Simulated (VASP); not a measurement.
Write the native input for VASP 6.6.1 that does the following.

```yaml
Task: single point
Functional: HSE06
Potentials_or_basis: VASP PAW PBE potentials, release 64 (As)
Cutoff: 520 eV
k_mesh: 5 × 5 × 5
Occupations: fermi-dirac, width 0.05 eV
Spin: no spin polarisation
Dipole_correction: no
Grid_for_exact_exchange_PRECFOCK: Normal
Further_INCAR_settings: ALGO = Normal; EDIFF = 1e-06; NBANDS = 8
Share_of_exact_exchange: 0.25
Screening_parameter: 0.2079 1/Å
```

As:

```
CELL_PARAMETERS angstrom
2.70368 0.00000 0.00000
0.00000 2.70368 0.00000
0.00000 0.00000 2.70368
ATOMIC_POSITIONS crystal
As 0.50000 0.50000 0.50000
```

This isn't the form of As at room conditions, which is rhombohedral.

These files were run (other wordings do the same):

POSCAR

```
As
1.0
    2.7036817444      0.0000000000      0.0000000000
    0.0000000000      2.7036817444      0.0000000000
    0.0000000000      0.0000000000      2.7036817444
As
1
Direct
    0.5000000000      0.5000000000      0.5000000000
```

INCAR.step1

```
SYSTEM = As
PREC = Accurate
ENCUT = 520
EDIFF = 1E-5
ISMEAR = -1
SIGMA = 0.05
LREAL = .False.
LASPH = .True.
NELM = 80
ALGO = Normal
ISIF = 2
LWAVE = .True.
LCHARG = .False.
GGA = PE
NBANDS = 8
```

INCAR.step2

```
SYSTEM = As
PREC = Accurate
ENCUT = 520
EDIFF = 1E-6
ISMEAR = -1
SIGMA = 0.05
LREAL = .False.
LASPH = .True.
NELM = 80
ALGO = Normal
ISIF = 2
LWAVE = .False.
LCHARG = .False.
GGA = PE
LHFCALC = .True.
HFSCREEN = 0.2079
PRECFOCK = Normal
ISTART = 1
NBANDS = 8
```

KPOINTS

```
Automatic mesh
0
Gamma
  5 5 5
  0 0 0
```

Potentials or basis: VASP PAW PBE potentials, release 64 (As).

Launch:

```console
$ cat potpaw_PBE.64/As/POTCAR > POTCAR
$ cp INCAR.step1 INCAR
$ mpirun -np 1 vasp_std > vasp.out
$ cp INCAR.step2 INCAR
$ mpirun -np 1 vasp_std > vasp.out
```

Results of the run:

```json
{
  "Pressure": "-1.1 GPa",
  "Band gap on the k mesh": "zero (an odd number of electrons rules out a gap without spin polarisation)"
}
```

Caveat: the k points lie up to 0.46 Å⁻¹ apart, too coarse for converged energies and pressures of a metal; the PAW data sets were made with another functional, which shifts forces and pressure a little; an odd number of electrons without spin polarisation forces a metal; a magnetic or distorted state may lie lower.

It took 44 s on 1 thread of Intel(R) Xeon(R) Platinum 8259CL CPU @ 2.50GHz (Skylake/Cascade Lake), with other jobs on the host, peak memory 0.22 GiB.
